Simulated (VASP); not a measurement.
Ti3SiN4, 8 atoms in the cell. The cell holds a slab with vacuum, 8 atoms: a = 3.003 Å, b = 3.003 Å, c = 22.623 Å, α = 90.00°, β = 90.00°, γ = 120.00°. 

* Program: VASP 6.6.1
* Task: single point
* Functional: PBE
* Potentials or basis: VASP PAW PBE potentials, release 64 (N, Ti_sv, Si)
* Cutoff: 520 eV
* k mesh: 9 × 9 × 1
* Occupations: gaussian, width 0.1 eV
* Spin: no spin polarisation
* Dipole correction: yes
* Further INCAR settings: ALGO = Normal; EDIFF = 1e-06; NBANDS = 40

Potentials or basis: VASP PAW PBE potentials, release 64 (N, Ti_sv, Si).

Command:

```console
$ cat potpaw_PBE.64/N/POTCAR potpaw_PBE.64/Ti_sv/POTCAR potpaw_PBE.64/Si/POTCAR > POTCAR
$ mpirun -np 1 vasp_std > vasp.out
```

Hardware: 1 thread of Intel(R) Xeon(R) 6975P-C (Granite Rapids), on a shared host.

How long does it take, and how much memory?

Wall time 110 s on 1 thread of Intel(R) Xeon(R) 6975P-C (Granite Rapids) (shared host), peak memory 0.33 GiB. Counts: scf iterations 32, k points 12.
